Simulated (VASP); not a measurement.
Write the native input for VASP 6.6.1 that does the following.

| Item | Value |
| --- | --- |
| Task | single point |
| Functional | PBE |
| Potentials or basis | VASP PAW PBE potentials, release 64 (Cd, Se) |
| Cutoff | 520 eV |
| k mesh | 12 × 12 × 4 |
| Occupations | fermi-dirac, width 0.02 eV |
| Spin | no spin polarisation |
| Dipole correction | no |
| Further INCAR settings | ALGO = Normal; EDIFF = 1e-06; NBANDS = 26 |

The structure of CdSe (Cadmoselite) lies in POSCAR:

```
CdSe
1.0
    4.3407184386      0.0000000000      0.0000000000
   -2.1703592193      3.8896157221      0.0000000000
    0.0000000000      0.0000000000      7.0766648688
Cd Se
2 2
Direct
    0.3324530933      0.6649061867      0.0028055868
    0.6675469067      0.3350938133      0.5028055868
    0.3385087336      0.6770174672      0.3821944132
    0.6614912664      0.3229825328      0.8821944132
```

This cell differs from its parent crystal: uniaxial y strain +3.5%.

These files were run (other wordings do the same):

INCAR

```
ALGO = Normal ; EDIFF = 1E-6
ENCUT = 520 ; GGA = PE
ISIF = 2 ; ISMEAR = -1
LASPH = T ; LCHARG = F
LREAL = F ; LWAVE = F
NBANDS = 26 ; NELM = 100
PREC = Accurate ; SIGMA = 0.02
```

KPOINTS

```
k-points
0
Gamma
  12 12 4
```

Potentials or basis: VASP PAW PBE potentials, release 64 (Cd, Se).

The run is started by

```console
$ cat potpaw_PBE.64/Cd/POTCAR potpaw_PBE.64/Se/POTCAR > POTCAR
$ mpirun -np 1 vasp_std > vasp.out
```

It gave:

```
Pressure               : 0.1 GPa
Largest force          : 0.007 eV/Å
Band gap on the k mesh : 0.50 eV, direct
```

Caveat: the cell differs from its parent crystal (uniaxial y strain +3.5%).

It took 2.9 min on 1 thread of Intel(R) Xeon(R) 6975P-C (Granite Rapids) (shared host), peak memory 0.49 GiB.
